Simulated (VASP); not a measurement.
Write the native input for VASP 6.6.1 that does the following.

```yaml
Task: single point
Functional: PBE
Potentials_or_basis: VASP PAW PBE potentials, release 64 (K_sv, I)
Cutoff: 520 eV
k_mesh: 4 × 4 × 4
Occupations: gaussian, width 0.01 eV
Spin: no spin polarisation
Dipole_correction: no
Further_INCAR_settings: ALGO = Normal; EDIFF = 1e-07; NBANDS = 15
```

The structure of KI lies in POSCAR:

```
KI
1.0
    4.2910852517      0.0000000000      0.0000000000
    0.0000000000      4.2910852517      0.0000000000
    0.0000000000      0.0000000000      4.2910852517
K I
1 1
Direct
    0.0000000000      0.0000000000      0.0000000000
    0.5000000000      0.5000000000      0.5000000000
```

One way to write it, as run:

INCAR

```
PREC = Accurate
ENCUT = 520
EDIFF = 1E-7
ISMEAR = 0
SIGMA = 0.01
LREAL = F
LASPH = T
NELM = 80
ALGO = Normal
ISIF = 2
LWAVE = F
LCHARG = F
GGA = PE
NBANDS = 15
```

KPOINTS

```
Automatic mesh
0
Gamma
  4 4 4
```

Potentials or basis: VASP PAW PBE potentials, release 64 (K_sv, I).

Command:

```sh
$ cat potpaw_PBE.64/K_sv/POTCAR potpaw_PBE.64/I/POTCAR > POTCAR
$ mpirun -np 1 vasp_std > vasp.out
```

Results of the run:

* Pressure: 0.6 GPa
* Band gap on the k mesh: 3.33 eV (least direct gap 3.69 eV)

Caveat: spin-orbit coupling is left out, which moves the levels of the heavy elements.

It took 4.4 s on 1 thread of Intel(R) Xeon(R) 6975P-C (Granite Rapids), on a shared host, peak memory 0.17 GiB.
